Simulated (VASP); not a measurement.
# TaN (P-6m2) in VASP: further runs, part 2 of 2

VASP 6.6.1. Earlier steps stand in the parts before.

**5. Single point, PBEsol, collinear spin, ferromagnetic start**

This run uses another cell than the first one, of 10.78 Å³/atom, 1.007 times its volume.

File INCAR:

```
PREC = Accurate
ENCUT = 600
EDIFF = 1E-6
ISMEAR = 0
SIGMA = 0.05
LREAL = False
LASPH = True
NELM = 200
ALGO = Normal
ISIF = 2
LWAVE = False
LCHARG = False
ISPIN = 2
MAGMOM = 0.05 0
LORBIT = 11
LMAXMIX = 4
GGA = PS
NBANDS = 19
GGA_COMPAT = False
```

File KPOINTS:

```
regular mesh
0
Gamma
  10 10 8
```

File POSCAR:

```
TaN
1.0
    2.9381796635      0.0000000000      0.0000000000
   -1.4690898318      2.5445382295      0.0000000000
    0.0000000000      0.0000000000      2.8826518188
Ta N
1 1
Direct
    0.3333333333      0.6666666667      0.5000000000
    0.0000000000      0.0000000000      0.0000000000
```

Potentials or basis: VASP PAW PBE potentials, release 64 (Ta_pv, N).

The run is started by

```bash
$ cat potpaw_PBE.64/Ta_pv/POTCAR potpaw_PBE.64/N/POTCAR > POTCAR
$ mpirun -np 1 vasp_std > vasp.out
```

OUTCAR:

```text
PREC = Accurate
   ENCUT = 600
   EDIFF = 1E-6
   ISMEAR = 0
   LREAL = False
   LASPH = True
   NELM = 200
   ISIF = 2
   ISPIN = 2
   LORBIT = 11
   GGA = PS

 ion  position               nearest neighbor table
   1  0.333  0.667  0.500-   2 2.23   2 2.23   2 2.23   2 2.23   2 2.23   2 2.23
   2  0.000  0.000  0.000-   1 2.23   1 2.23   1 2.23   1 2.23   1 2.23   1 2.23

  LATTYP: Found a hexagonal cell.
 ALAT       =     2.9381796635
 C/A-ratio  =     0.9811012766

  Lattice vectors:

 A1 = (   2.9381796635,   0.0000000000,   0.0000000000)
 A2 = (  -1.4690898318,   2.5445382295,   0.0000000000)
 A3 = (   0.0000000000,   0.0000000000,   2.8826518188)

Analysis of symmetry for initial positions (statically):
=====================================================================
 Subroutine PRICEL returns:
 Original cell was already a primitive cell.

 Routine SETGRP: Setting up the symmetry group for a
 hexagonal supercell.

 Subroutine GETGRP returns: Found 12 space group operations
 (whereof 12 operations were pure point group operations)
[... 721 lines left out ...]

 k-point     1 :       0.0000    0.0000    0.0000
  band No.  band energies     occupation
      1     -26.6868      1.00000
      2     -26.4231      1.00000
      3     -26.4231      1.00000
      4      -9.6440      1.00000
      5       3.5282      1.00000
      6       3.5282      1.00000
[... 517 lines left out ...]
     18      27.6195      0.00000
     19      31.3262      0.00000

 [... further k-points ...]
[... 5 lines left out ...]
  --------------------------------------------------------------------------------------
  -------------------------------------------------------------------------------------
  Total       -0.5718345     -0.5718345     -0.5483348      0.0000000      0.0000000     -0.0000000
  in kB      -42.5110062    -42.5110062    -40.7640053      0.0000000      0.0000000     -0.0000000
  external PRESSURE =     -41.9286726 kB  Pullay stress =       0.0000000 kB

 VOLUME and BASIS-vectors are now :
 -----------------------------------------------------------------------------
  energy-cutoff  :      600.00
  volume of cell :       21.55
      direct lattice vectors                 reciprocal lattice vectors
     2.938179664  0.000000000  0.000000000     0.340346784  0.196499308  0.000000000
    -1.469089832  2.544538230  0.000000000     0.000000000  0.392998615  0.000000000
     0.000000000  0.000000000  2.882651819     0.000000000  0.000000000  0.346902804

 POSITION                                       TOTAL-FORCE (eV/Angst)
 -----------------------------------------------------------------------------------
     -0.00000      1.69636      1.44133        -0.000000      0.000000      0.000000
      0.00000      0.00000      0.00000         0.000000     -0.000000      0.000000
 -----------------------------------------------------------------------------------
    total drift:                                0.000000     -0.000000     -0.000000

  FREE ENERGIE OF THE ION-ELECTRON SYSTEM (eV)
  ---------------------------------------------------
  free  energy   TOTEN  =       -23.8045944454 eV

  energy  without entropy=      -23.8044819164  energy(sigma->0) =      -23.80453818

 total charge

# of ion       s       p       d       tot
------------------------------------------
    1        0.305   6.267   2.436   9.008
    2        1.218   2.483   0.000   3.701
--------------------------------------------------
tot          1.523   8.750   2.436  12.709

 magnetization (x)

# of ion       s       p       d       tot
------------------------------------------
    1       -0.000  -0.000  -0.000  -0.000
    2        0.000   0.000   0.000   0.000
--------------------------------------------------
tot         -0.000   0.000  -0.000  -0.000
```

OSZICAR:

```text
N       E                     dE             d eps       ncg     rms          rms(c)
DAV:   1     0.110411147726E+03    0.11041E+03   -0.85759E+03  5320   0.957E+02
DAV:   2    -0.222716116126E+02   -0.13268E+03   -0.12415E+03  5953   0.298E+02
DAV:   3    -0.261299188378E+02   -0.38583E+01   -0.38101E+01  6319   0.458E+01
DAV:   4    -0.261429729338E+02   -0.13054E-01   -0.13050E-01  6066   0.282E+00
DAV:   5    -0.261430012827E+02   -0.28349E-04   -0.28350E-04  5922   0.134E-01    0.238E+01
DAV:   6    -0.239382979737E+02    0.22047E+01   -0.18574E+00  6145   0.181E+01    0.102E+01
DAV:   7    -0.238420088731E+02    0.96289E-01   -0.32177E-01  5533   0.482E+00    0.699E+00
DAV:   8    -0.238083800599E+02    0.33629E-01   -0.94099E-02  5743   0.259E+00    0.133E+00
DAV:   9    -0.238047320135E+02    0.36480E-02   -0.61369E-03  5773   0.672E-01    0.294E-01
DAV:  10    -0.238046365730E+02    0.95440E-04   -0.36138E-04  5839   0.186E-01    0.987E-02
DAV:  11    -0.238045979413E+02    0.38632E-04   -0.12054E-05  5754   0.328E-02    0.465E-02
DAV:  12    -0.238045939515E+02    0.39898E-05   -0.26825E-06  5812   0.121E-02    0.102E-02
DAV:  13    -0.238045944454E+02   -0.49384E-06   -0.30277E-07  2954   0.572E-03
   1 F= -.23804594E+02 E0= -.23804538E+02  d E =-.112529E-03  mag=    -0.0001
```

stdout:

```text
POSCAR found type information on POSCAR TaN
 POSCAR found :  2 types and       2 ions
 scaLAPACK will be used
 -----------------------------------------------------------------------------
|                                                                             |
|                                                                             |
|     You enforced a specific xc type in the INCAR file but a different       |
|     I HOPE YOU KNOW WHAT YOU ARE DOING!                                     |
|                                                                             |
 -----------------------------------------------------------------------------

 LDA part: xc-table for (Slater+PW92), standard interpolation
 POSCAR, INCAR and KPOINTS ok, starting setup
 FFT: planning ... GRIDC
 FFT: planning ... GRID_SOFT
 FFT: planning ... GRID
 WAVECAR not read
 entering main loop
```

Wall time 59 s (1 thread of Intel Xeon 8259CL, shared host); peak memory 0.19 GiB.

What came out:

```
Free energy                                           : -23.8046 eV
Pressure                                              : -4.2 GPa
Band gap on the k mesh                                : zero (filled and empty bands overlap)
Net moment                                            : 0.00 μB per cell
Valence electrons inside the program's atomic spheres : Ta 9.01; N 3.70
```

Caveat: the PAW data sets were made with another functional, which shifts forces and pressure a little; spin-orbit coupling is left out, which moves the levels of the heavy elements.

**6. Single point, revPBE+D3(BJ), collinear spin, ferromagnetic start**

This run uses another cell than the first one, of 10.78 Å³/atom, 1.007 times its volume.

File INCAR:

```
PREC = Accurate
ENCUT = 600
EDIFF = 1E-6
ISMEAR = 0
SIGMA = 0.05
LREAL = F
LASPH = T
NELM = 200
ALGO = Normal
ISIF = 2
LWAVE = F
LCHARG = F
ISPIN = 2
MAGMOM = 0.05 0
LORBIT = 11
LMAXMIX = 4
GGA = RE
IVDW = 12
NBANDS = 19
GGA_COMPAT = F
```

KPOINTS is that of step 5.

File POSCAR:

```
TaN
1.0
    2.9346338151      0.0000000000      0.0000000000
   -1.4673169076      2.5414674347      0.0000000000
    0.0000000000      0.0000000000      2.8896221069
Ta N
1 1
Direct
    0.3333333333      0.6666666667      0.5000000000
    0.0000000000      0.0000000000      0.0000000000
```

Potentials or basis: VASP PAW PBE potentials, release 64 (Ta_pv, N).

The run is started by

```bash
$ cat potpaw_PBE.64/Ta_pv/POTCAR potpaw_PBE.64/N/POTCAR > POTCAR
$ mpirun -np 1 vasp_std > vasp.out
```

Run time: 56 s. Hardware: 1 thread of Intel Xeon 8259CL, shared host; peak memory 0.2 GiB.

The run converged. Its results:

```
Free energy                                           : -23.3093 eV
Pressure                                              : -4.7 GPa
Band gap on the k mesh                                : zero (filled and empty bands overlap)
Net moment                                            : 0.00 μB per cell
Valence electrons inside the program's atomic spheres : Ta 8.99; N 3.73
Dispersion energy per atom                            : -0.863 eV
```

Stress tensor (GPa, compression positive):
```
-4.80  0.00  0.00
 0.00 -4.80  0.00
 0.00  0.00 -4.63
```

Levels at points of the mesh, in eV from the Fermi level:
Spin up:
| k point | band 4 | band 5 | band 6 | band 7 | band 8 | band 9 | band 10 | band 11 | band 12 | band 13 |
| --- | --- | --- | --- | --- | --- | --- | --- | --- | --- | --- |
| (0.00, 0.00, 0.00) | -17.88 | -4.59 | -4.59 | -4.27 | -3.00 | 2.18 | 3.52 | 3.52 | 3.96 | 3.96 |
| (0.50, 0.00, 0.00) | -15.60 | -8.33 | -5.27 | -3.53 | -3.22 | 2.96 | 4.00 | 5.17 | 5.27 | 7.35 |
| (0.00, 0.00, 0.50) | -15.26 | -9.41 | -3.77 | -3.77 | -0.14 | -0.14 | 2.30 | 3.32 | 3.32 | 8.16 |
| (0.50, 0.00, 0.50) | -15.90 | -7.37 | -6.25 | -5.71 | -0.44 | 4.11 | 5.32 | 5.96 | 7.06 | 10.15 |
Spin down:
```csv
k point,band 4,band 5,band 6,band 7,band 8,band 9,band 10,band 11,band 12,band 13
"(0.00, 0.00, 0.00)",-17.88,-4.59,-4.59,-4.27,-3.00,2.18,3.52,3.52,3.96,3.96
"(0.50, 0.00, 0.00)",-15.60,-8.33,-5.27,-3.53,-3.22,2.96,4.00,5.17,5.27,7.35
"(0.00, 0.00, 0.50)",-15.26,-9.41,-3.77,-3.77,-0.14,-0.14,2.30,3.32,3.32,8.16
"(0.50, 0.00, 0.50)",-15.90,-7.38,-6.25,-5.71,-0.44,4.11,5.32,5.96,7.06,10.15
```

Caveat: the PAW data sets were made with another functional, which shifts forces and pressure a little; spin-orbit coupling is left out, which moves the levels of the heavy elements; pairwise dispersion overbinds metals, which lowers pressure and volume.

**7. The runs side by side**

| level | cell | gap on the mesh (eV) | pressure (GPa) | moment (μB) |
| --- | --- | --- | --- | --- |
| PBE+D3(BJ) | a = 2.928, b = 2.928, c = 2.881 Å, angles 90.0, 90.0, 120.0°, 2 atoms | none | 0.6 | 0.00 |
| PBE | a = 2.938, b = 2.938, c = 2.883 Å, angles 90.0, 90.0, 120.0°, 2 atoms | none | 5.3 | 0.00 |
| PBE | a = 2.936, b = 2.936, c = 2.887 Å, angles 90.0, 90.0, 120.0°, 2 atoms | none | 5.2 | 0.00 |
| PBEsol | a = 2.938, b = 2.938, c = 2.883 Å, angles 90.0, 90.0, 120.0°, 2 atoms | none | -4.2 | 0.00 |
| revPBE+D3(BJ) | a = 2.935, b = 2.935, c = 2.890 Å, angles 90.0, 90.0, 120.0°, 2 atoms | none | -4.7 | 0.00 |

Alike in all rows: task single point; potentials or basis VASP PAW PBE potentials, release 64 (Ta_pv, N); spin collinear, ferromagnetic start; k mesh 10 × 10 × 8; cutoff (eV) 600; smearing gaussian 0.05 eV.

Caveats: spin-orbit coupling is left out, which moves the levels of the heavy elements; pairwise dispersion overbinds metals, which lowers pressure and volume (some runs); the PAW data sets were made with another functional, which shifts forces and pressure a little (some runs).

Absolute energies hang on the potentials; compare differences alone.
